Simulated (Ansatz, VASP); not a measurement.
One calculation of Pt, two programs

File INCAR:

```
  PREC = Accurate
  ENCUT = 600
  EDIFF = 1E-6
  ISMEAR = -1
  SIGMA = 0.05
  LREAL = False
  LASPH = True
  NELM = 150
  ALGO = Normal
  ISIF = 3
  LWAVE = False
  LCHARG = False
  ISPIN = 2
  MAGMOM = 1
  LORBIT = 11
  LMAXMIX = 4
  GGA = PE
  IBRION = 2
  NSW = 80
  EDIFFG = -0.01
```

KPOINTS

```
Automatic mesh
0
Gamma
  12 12 12
```

File POSCAR:

```
Pt
1.0
    2.5356188197      0.0000000000      0.0000000000
    0.0000000000      2.5356188197      0.0000000000
    0.0000000000      0.0000000000      2.5356188197
Pt
1
Direct
    0.0000000000      0.0000000000      0.0000000000
```

Input for Ansatz:

```yaml
crystal:
  lattice:
    - [2.5356188197, 0.0, 0.0]
    - [0.0, 2.5356188197, 0.0]
    - [0.0, 0.0, 2.5356188197]
  atoms:
    - { symbol: Pt, position: [0.0, 0.0, 0.0], spin: 1.0 }
hamiltonian:
  xc: pbe
  pseudopotentials:
    kind: paw
    azcp:
      Pt: "pseudopotentials/Pt.paw.azcp"
basis:
  ecutwfc: 420
  fft_grid_basis: typed
kpoints:
  mp_grid: { grid: [12, 12, 12], shift: [0, 0, 0] }
magnetization:
  spin_polarized: true
scf:
  occupations: { method: fermi_dirac, width: 0.05 }
relax:
  max_steps: 60
  f_tol: 0.01
  cell: {}
```

Alike in both runs: task relaxation of cell and atoms; functional PBE; k mesh 12 × 12 × 12; occupations fermi-dirac, width 0.05 eV; collinear spin.

```csv
,VASP,Ansatz
version,VASP 6.6.1,Ansatz 0.2.0
potentials or method,"VASP PAW PBE potentials, release 64 (Pt), cutoff 600 eV","plane waves (420 eV) with PAW, scalar-relativistic"
valence electrons in the cell,10,18
```

|  | VASP | Ansatz | Ansatz less VASP |
| --- | --- | --- | --- |
| net moment per atom (μB) | 0.00 | 0.00 | 0.000 |
| relaxed volume (Å³/atom) | 18.03 | 18.08 | +0.052 |
| relaxed cell length with the largest relative difference (Å) | 2.622 | 2.625 | +0.0025 |

VASP's potentials hold 10 valence electrons a cell and Ansatz's 18, so a difference there can come from the potentials and not from the codes. Ansatz's warnings: seeded moment not kept.

Neither program's run includes spin-orbit coupling.
